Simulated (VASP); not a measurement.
# ZnS (F-43m) in VASP: a series of runs, part 2 of 2

VASP 6.6.1.

## (3) Single point, r2SCAN

This run uses another cell than the first one, of 20.09 Å³/atom.

Contents of POSCAR:

```
ZnS
1.0
    2.7183270877      2.7183270877      0.0000000000
   -2.7183270877      2.7183270877      0.0000000000
    0.0000000000      2.7183270877      2.7183270877
Zn S
1 1
Direct
    0.7500000000      0.2500000000      0.5000000000
    0.0000000000      0.0000000000      0.0000000000
```

Contents of INCAR.step1:

```
  ALGO = Normal
  EDIFF = 1E-4
  ENCUT = 520
  GGA = PE
  ISMEAR = 0
  LASPH = T
  LCHARG = F
  LREAL = F
  LWAVE = T
  NBANDS = 16
  NELM = 100
  PREC = Accurate
  SIGMA = 0.01
```

Contents of INCAR.step2:

```
  ALGO = Normal
  EDIFF = 1E-6
  ENCUT = 520
  ISIF = 2
  ISMEAR = 0
  ISTART = 1
  LASPH = T
  LCHARG = F
  LMIXTAU = T
  LREAL = F
  LWAVE = F
  METAGGA = R2SCAN
  NBANDS = 16
  NELM = 100
  PREC = Accurate
  SIGMA = 0.01
```

Contents of KPOINTS:

```
k-points
0
Gamma
  8 8 8
```

Potentials or basis: VASP PAW PBE potentials, release 64 (Zn, S).

Run with:

```
$ cat potpaw_PBE.64/Zn/POTCAR potpaw_PBE.64/S/POTCAR > POTCAR
$ cp INCAR.step1 INCAR
$ mpirun -np 1 vasp_std > vasp.out
$ cp INCAR.step2 INCAR
$ mpirun -np 1 vasp_std > vasp.out
```

OUTCAR:

```text
EDIFF = 1E-6
   ENCUT = 520
   ISIF = 2
   ISMEAR = 0
   ISTART = 1
   LASPH = T
   LREAL = F
   METAGGA = R2SCAN
   NELM = 100
   PREC = Accurate

 ion  position               nearest neighbor table
   1  0.750  0.250  0.500-   2 2.35   2 2.35   2 2.35   2 2.35
   2  0.000  0.000  0.000-   1 2.35   1 2.35   1 2.35   1 2.35

  LATTYP: Found a face centered cubic cell.
 ALAT       =     5.4366541754

  Lattice vectors:

 A1 = (   0.0000000000,   2.7183270877,   2.7183270877)
 A2 = (   2.7183270877,   0.0000000000,   2.7183270877)
 A3 = (   2.7183270877,   2.7183270877,   0.0000000000)

Analysis of symmetry for initial positions (statically):
=====================================================================
 Subroutine PRICEL returns:
 Original cell was already a primitive cell.

 Routine SETGRP: Setting up the symmetry group for a
 face centered cubic supercell.

 Subroutine GETGRP returns: Found 24 space group operations
 (whereof 24 operations were pure point group operations)
 out of a pool of 48 trial point group operations.

The static configuration has the point symmetry T_d .

Analysis of symmetry for dynamics (positions and initial velocities):
=====================================================================
 Subroutine PRICEL returns:
 Original cell was already a primitive cell.

 Routine SETGRP: Setting up the symmetry group for a
 face centered cubic supercell.

 Subroutine GETGRP returns: Found 24 space group operations
 (whereof 24 operations were pure point group operations)
 out of a pool of 48 trial point group operations.

The dynamic configuration has the point symmetry T_d .

 Subroutine INISYM returns: Found 24 space group operations
 (whereof 24 operations are pure point group operations),
 and found     1 'primitive' translations

----------------------------------------------------------------------------------------

                                     Primitive cell

  volume of cell :      40.1731

  direct lattice vectors                    reciprocal lattice vectors
     2.718327088  2.718327088  0.000000000     0.183936658  0.183936658 -0.183936658
    -2.718327088  2.718327088  0.000000000    -0.183936658  0.183936658 -0.183936658
     0.000000000  2.718327088  2.718327088     0.000000000  0.000000000  0.367873316

  length of vectors
     3.844295034  3.844295034  3.844295034     0.318587637  0.318587637  0.367873316

  position of ions in fractional coordinates (direct lattice)
     0.750000000  0.250000000  0.500000000
     0.000000000  0.000000000  0.000000000

  ion indices of the primitive-cell ions
   primitive index   ion index
                 1           1
                 2           2

----------------------------------------------------------------------------------------

 KPOINTS: k-points

Automatic generation of k-mesh.
 Grid dimensions read from file:
 generate k-points for:    8    8    8

 Generating k-lattice:

  Cartesian coordinates                     Fractional coordinates (reciprocal lattice)
     0.022992082  0.022992082 -0.022992082     0.125000000  0.000000000  0.000000000
    -0.022992082  0.022992082 -0.022992082     0.000000000  0.125000000  0.000000000
     0.000000000  0.000000000  0.045984165     0.000000000  0.000000000  0.125000000

  Length of vectors
     0.039823455  0.039823455  0.045984165

  Shift w.r.t. Gamma in fractional coordinates (k-lattice)
     0.000000000  0.000000000  0.000000000

 Subroutine IBZKPT returns following result:
 ===========================================

 Found     29 irreducible k-points:

 Following reciprocal coordinates:
            Coordinates               Weight
  0.000000  0.000000  0.000000      1.000000
  0.125000  0.000000  0.000000      8.000000
  0.250000  0.000000  0.000000      8.000000
  0.375000  0.000000  0.000000      8.000000
  0.500000  0.000000  0.000000      4.000000
  0.125000  0.125000  0.000000     12.000000
[... 16 lines left out ...]
  0.375000  0.250000  0.125000     48.000000
  0.500000  0.250000  0.125000     24.000000
 [... further k-points ...]
   k-points           NKPTS =     29   k-points in BZ     NKDIM =     29   number of bands    NBANDS=     16
   number of dos      NEDOS =    301   number of ions     NIONS =      2
   total plane-waves  NPLWV =  27000
   dimension x,y,z NGX =    30 NGY =   30 NGZ =   30
   dimension x,y,z NGXF=    60 NGYF=   60 NGZF=   60
   ions per type =               1   1
   NGX,Y,Z   is equivalent  to a cutoff of  12.97, 12.97, 12.97 a.u.
   NGXF,Y,Z  is equivalent  to a cutoff of  25.95, 25.95, 25.95 a.u.
 SYSTEM =  unknown system
   PREC   = accura    normal or accurate (medium, high low for compatibility)
   ISTART =      1    job   : 0-new  1-cont  2-samecut
   ICHARG =      0    charge: 1-file 2-atom 10-const
   ISPIN  =      1    spin polarized calculation?
   LNONCOLLINEAR =      F non collinear calculations
   LSORBIT =      F    spin-orbit coupling
   LASPH  =      T    aspherical Exc in radial PAW
   ENCUT  =  520.0 eV  38.22 Ry    6.18 a.u.   7.15  7.15  7.15*2*pi/ulx,y,z
   NELM   =    100;   NELMIN=  2; NELMDL=  0     # of ELM steps
   EDIFF  = 0.1E-05   stopping-criterion for ELM
   LREAL  =      F    real-space projection
   EDIFFG = 0.1E-04   stopping-criterion for IOM
   NSW    =      0    number of steps for IOM
   IBRION =     -1    ionic relax: 0-MD 1-quasi-New 2-CG
   NFREE  =      0    steps in history (QN), initial steepest desc. (CG)
   ISIF   =      2    stress and relaxation
   ISYM   =      2    0-nonsym 1-usesym 2-fastsym
   POTIM  = 0.5000    time-step for ionic-motion
   TEBEG  =    0.0;   TEEND  =   0.0 temperature during run
   PSTRESS=    0.0 pullay stress
   NELECT =      18.0000    total number of electrons
   NUPDOWN=      -1.0000    fix difference up-down
   EMIN   =  10.00;   EMAX   =-10.00  energy-range for DOS
   EFERMI =   0.00;   METHOD = LEGACY
   ISMEAR =     0;   SIGMA  =   0.01  broadening in eV -4-tet -1-fermi 0-gaus
   EFERMI_NEDOS =   21; number of points for ismear=-14 and -15
   IALGO  =     38    algorithm
   IMIX   =      4    mixing-type and parameters
     AMIX     =   0.40;   BMIX     =  1.00
     AMIX_MAG =   1.60;   BMIX_MAG =  1.00
  volume/ion in A,a.u.               =      20.09       135.55
  Fermi-wavevector in a.u.,A,eV,Ry     =   1.252720  2.367297 21.351718  1.569307
  Thomas-Fermi vector in A             =   2.386607
   LORBIT       =      0    0 simple, 1 ext, 2 COOP (PROOUT), +10 PAW based schemes
   METAGGA = R2SCAN    functional components
   LHFCALC =     F    Hartree Fock is set to
   AEXX    =    0.0000 exact exchange contribution
   IVDW    =     0    specifies the selected vdW correction
   LEPSILON=     F    determine dielectric tensor
   LRPA    =     F    only Hartree local field effects (RPA)
 non-spin polarized calculation
 Gauss-broadening in eV      SIGMA  =   0.01
  energy-cutoff  :      520.00
  volume of cell :       40.17
 maximum number of plane-waves:      1106
 NGX is ok and might be reduce to    30
   NGX = 15   NGY = 15   NGZ = 15

 number of electron      18.0000010 magnetization

 Free energy of the ion-electron system (eV)
  ---------------------------------------------------
  ext. energy  EPLUGINS =         0.00000000
  ---------------------------------------------------
  free energy    TOTEN  =       -18.86003619 eV

  energy without entropy =      -18.86003619  energy(sigma->0) =      -18.86003619

 E-fermi :   1.7602     XC(G=0): -10.1929

 val. band max:        1.6626951097   @ k =   0.0000   0.0000   0.0000
 cond. band min:       4.2531800797   @ k =   0.0000   0.0000   0.0000
 fundamental gap:      2.5904849700
 Fermi energy:         1.7602139830

 k-point     1 :       0.0000    0.0000    0.0000
  band No.  band energies     occupation
      1     -11.8836      2.00000
      2      -4.7658      2.00000
      3      -4.7658      2.00000
      4      -4.7657      2.00000
      5      -4.2436      2.00000
      6      -4.2436      2.00000
[... 8 lines left out ...]
     15      13.9464      0.00000
     16      14.0876      0.00000
[... 419 lines left out ...]
 k-point    24 :       0.5000    0.2500    0.1250
  band No.  band energies     occupation
      1     -10.8216      2.00000
      2      -4.6277      2.00000
      3      -4.5743      2.00000
      4      -4.2956      2.00000
      5      -4.2324      2.00000
      6      -3.9871      2.00000
[... 8 lines left out ...]
     15      15.7413      0.00000
     16      16.5810      0.00000

 [... further k-points ...]

------------------------ aborting loop because EDIFF is reached ----------------------------------------

  FORCE on cell =-STRESS in cart. coord.  units (eV):
  Direction    XX          YY          ZZ          XY          YZ          ZX
  --------------------------------------------------------------------------------------
  -------------------------------------------------------------------------------------
  Total       -0.4885583     -0.4885583     -0.4885583      0.0000000      0.0000000     -0.0000000
  in kB      -19.4846172    -19.4846172    -19.4846172      0.0000000      0.0000000     -0.0000000
  external PRESSURE =     -19.4846172 kB  Pullay stress =       0.0000000 kB

 VOLUME and BASIS-vectors are now :
 -----------------------------------------------------------------------------
  energy-cutoff  :      520.00
  volume of cell :       40.17
      direct lattice vectors                 reciprocal lattice vectors
     2.718327088  2.718327088  0.000000000     0.183936658  0.183936658 -0.183936658
    -2.718327088  2.718327088  0.000000000    -0.183936658  0.183936658 -0.183936658
     0.000000000  2.718327088  2.718327088     0.000000000  0.000000000  0.367873316

 POSITION                                       TOTAL-FORCE (eV/Angst)
 -----------------------------------------------------------------------------------
      1.35916      4.07749      1.35916        -0.000000      0.000000      0.000000
      0.00000      0.00000      0.00000         0.000000     -0.000000     -0.000000
 -----------------------------------------------------------------------------------
    total drift:                                0.000030      0.000000      0.000000

  FREE ENERGIE OF THE ION-ELECTRON SYSTEM (eV)
  ---------------------------------------------------
  free  energy   TOTEN  =       -18.8600361930 eV

  energy  without entropy=      -18.8600361930  energy(sigma->0) =      -18.86003619
```

OSZICAR.step1:

```text
N       E                     dE             d eps       ncg     rms          rms(c)
DAV:   1     0.842904973173E+02    0.84290E+02   -0.85554E+03   928   0.131E+03
DAV:   2    -0.185850112257E+01   -0.86149E+02   -0.80374E+02  1080   0.263E+02
DAV:   3    -0.722511470057E+01   -0.53666E+01   -0.53450E+01  1112   0.608E+01
DAV:   4    -0.727861226035E+01   -0.53498E-01   -0.53482E-01  1152   0.642E+00
DAV:   5    -0.727917581207E+01   -0.56355E-03   -0.56353E-03  1176   0.619E-01    0.664E+00
DAV:   6    -0.687185640826E+01    0.40732E+00   -0.73306E-01  1368   0.296E+01    0.520E+00
DAV:   7    -0.685235599877E+01    0.19500E-01   -0.24602E-01  1096   0.441E+00    0.267E+00
DAV:   8    -0.685163243454E+01    0.72356E-03   -0.49588E-03  1200   0.795E-01    0.700E-01
DAV:   9    -0.685189731606E+01   -0.26488E-03   -0.11939E-03  1112   0.278E-01    0.100E-01
DAV:  10    -0.685206987273E+01   -0.17256E-03   -0.22538E-04  1088   0.141E-01    0.570E-02
DAV:  11    -0.685206190599E+01    0.79667E-05   -0.33843E-05   664   0.880E-02
   1 F= -.68520619E+01 E0= -.68520619E+01  d E =-.673471E-67
```

It took 2.5 min on 1 thread of Intel Xeon 8259CL, shared host; peak memory 0.18 GiB.

What came out:

| Item | Value |
| --- | --- |
| Free energy | -18.8600 eV |
| Pressure | -1.9 GPa |
| Band gap on the k mesh | 2.59 eV |

Caveat: the PAW data sets were made with another functional, which shifts forces and pressure a little.

## (4) Single point, r2SCAN

This run uses another cell than the first one, of 20.09 Å³/atom.

POSCAR is that of step 3.

Contents of INCAR.step1:

```
SYSTEM = ZnS
PREC     = Accurate       ! precision mode
ENCUT    = 520            ! plane-wave cutoff, eV
ISMEAR   = 0              ! smearing method
SIGMA    = 0.01           ! smearing width, eV
LREAL    = .False.        ! projectors in reciprocal space
LASPH    = .True.         ! aspherical terms in the spheres
NELM     = 60             ! most SCF steps
NBANDS   = 16             ! bands
GGA      = PE             ! functional
ALGO     = Normal         ! electronic algorithm
EDIFF    = 1E-4           ! SCF threshold, eV
LWAVE    = .True.         ! write WAVECAR
LCHARG   = .False.        ! write CHGCAR
```

Contents of INCAR.step2:

```
SYSTEM = ZnS
PREC     = Accurate       ! precision mode
ENCUT    = 520            ! plane-wave cutoff, eV
EDIFF    = 1E-7           ! SCF threshold, eV
ISMEAR   = 0              ! smearing method
SIGMA    = 0.01           ! smearing width, eV
LREAL    = .False.        ! projectors in reciprocal space
LASPH    = .True.         ! aspherical terms in the spheres
NELM     = 60             ! most SCF steps
ALGO     = Normal         ! electronic algorithm
ISIF     = 2              ! what is computed and relaxed
LWAVE    = .False.        ! write WAVECAR
LCHARG   = .True.         ! write CHGCAR
METAGGA  = R2SCAN         ! meta-GGA
LMIXTAU  = .True.       
LELF     = .True.         ! ELF
LVHAR    = .True.       
NBANDS   = 16             ! bands
ISTART   = 1
```

Contents of KPOINTS:

```
regular mesh
0
Gamma
  8 8 8
  0 0 0
```

Run with:

```
$ cat potpaw_PBE.64/Zn/POTCAR potpaw_PBE.64/S/POTCAR > POTCAR
$ cp INCAR.step1 INCAR
$ mpirun -np 1 vasp_std > vasp.out
$ cp INCAR.step2 INCAR
$ mpirun -np 1 vasp_std > vasp.out
```

It took 3.5 min on 1 thread of Intel Xeon 8259CL, shared host; peak memory 0.18 GiB.

Results (log left out):

```
Free energy            : -18.8600 eV
Pressure               : -1.9 GPa
Band gap on the k mesh : 2.59 eV
```

Levels at points of the mesh, in eV from the valence-band top:
```csv
k point,band 6,band 7,band 8,band 9,band 10,band 11,band 12,band 13
"(0.00, 0.00, 0.00)",-5.91,0.00,0.00,0.00,2.59,6.92,6.92,6.92
"(0.50, 0.00, 0.00)",-5.71,-5.27,-0.86,-0.86,3.78,7.41,7.41,9.34
"(0.50, 0.50, 0.00)",-5.70,-4.54,-2.21,-2.21,3.77,4.48,11.62,12.69
```

Caveat: the PAW data sets were made with another functional, which shifts forces and pressure a little. r2SCAN opens gaps a little over a GGA but as a rule still falls short of measured ones.
